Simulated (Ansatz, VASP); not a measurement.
One calculation of Cd, two programs

```
Cd
1.0
     2.39010    1.37993    1.13068
    -2.39010    1.37993    1.13068
     0.00000   -2.75985    1.13068
Cd
1
Direct
  0.50000 0.50000 0.50000
```

Alike in both runs: functional r2SCAN; k mesh 21 × 21 × 21; occupations gaussian, width 0.1 eV; no spin polarisation.

Ansatz relaxed the structure, and its values are those at the end. VASP's run is a single point on that final structure, the one shown.

|  | VASP | Ansatz |
| --- | --- | --- |
| version | VASP 6.6.1 | Ansatz 0.2.0 |
| potentials or method | VASP PAW PBE potentials, release 64 (Cd), cutoff 520 eV | scalar-relativistic, plane waves, PAW |
| valence electrons in the cell | 12 | 20 |

|  | VASP | Ansatz | Ansatz less VASP |
| --- | --- | --- | --- |
| gap on the k mesh at the Fermi level (eV) | none | none | - |
| pressure (GPa) | 0.3 | 0.0 | -0.33 |

VASP's potentials were made for PBE, not for r2SCAN. A gap of «none» marks a metal or a gap that the smearing closes. VASP's potentials hold 12 valence electrons a cell and Ansatz's 20, so a difference there can come from the potentials and not from the codes.
